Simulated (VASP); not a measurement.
A run of VASP 6.6.1:

INCAR

```
SYSTEM = Al2O3
  PREC = Accurate
  ENCUT = 520
  EDIFF = 1E-6
  ISMEAR = 0
  SIGMA = 0.05
  LREAL = Auto
  LASPH = .True.
  NELM = 100
  ALGO = Normal
  ISIF = 2
  LWAVE = .False.
  LCHARG = .False.
  GGA = PE
  NBANDS = 122
```

KPOINTS

```
regular mesh
0
Gamma
  3 3 3
  0 0 0
```

POSCAR

```
Al2O3
1.0
   -4.7605000000     -2.7484760000      4.3318670000
    4.7605000000     -2.7484760000      4.3318670000
    0.0000000000      5.4969520000      4.3318670000
Al O
16 24
Direct
    0.3521600000      0.3521600000      0.3521600000
    0.8521600000      0.8521600000      0.3521600000
    0.8521600000      0.3521600000      0.8521600000
    0.3521600000      0.8521600000      0.8521600000
    0.1478400000      0.1478400000      0.1478400000
    0.6478400000      0.6478400000      0.1478400000
    0.6478400000      0.1478400000      0.6478400000
    0.1478400000      0.6478400000      0.6478400000
    0.6478400000      0.1478400000      0.1478400000
    0.1478400000      0.6478400000      0.1478400000
    0.1478400000      0.1478400000      0.6478400000
    0.6478400000      0.6478400000      0.6478400000
    0.8521600000      0.3521600000      0.3521600000
    0.3521600000      0.8521600000      0.3521600000
    0.3521600000      0.3521600000      0.8521600000
    0.8521600000      0.8521600000      0.8521600000
    0.0966600000      0.4033400000      0.2500000000
    0.5966600000      0.9033400000      0.2500000000
    0.5966600000      0.4033400000      0.7500000000
    0.0966600000      0.9033400000      0.7500000000
    0.2500000000      0.0966600000      0.4033400000
    0.7500000000      0.5966600000      0.4033400000
    0.7500000000      0.0966600000      0.9033400000
    0.2500000000      0.5966600000      0.9033400000
    0.4033400000      0.2500000000      0.0966600000
    0.9033400000      0.7500000000      0.0966600000
    0.9033400000      0.2500000000      0.5966600000
    0.4033400000      0.7500000000      0.5966600000
    0.9033400000      0.0966600000      0.2500000000
    0.4033400000      0.5966600000      0.2500000000
    0.4033400000      0.0966600000      0.7500000000
    0.9033400000      0.5966600000      0.7500000000
    0.7500000000      0.4033400000      0.0966600000
    0.2500000000      0.9033400000      0.0966600000
    0.2500000000      0.4033400000      0.5966600000
    0.7500000000      0.9033400000      0.5966600000
    0.5966600000      0.2500000000      0.4033400000
    0.0966600000      0.7500000000      0.4033400000
    0.0966600000      0.2500000000      0.9033400000
    0.5966600000      0.7500000000      0.9033400000
```

Potentials or basis: VASP PAW PBE potentials, release 64 (Al, O).

Run with:

```sh
$ cat potpaw_PBE.64/Al/POTCAR potpaw_PBE.64/O/POTCAR > POTCAR
$ mpirun -np 1 vasp_std > vasp.out
```

Hardware: 1 thread of Intel Xeon 6975P-C, with other jobs on the host.

Q: Estimate the wall time of this run.

A: Run time: 7.3 min on 1 thread of Intel Xeon 6975P-C (shared host), peak memory 0.46 GiB. Counts: scf iterations 13, k points 6.
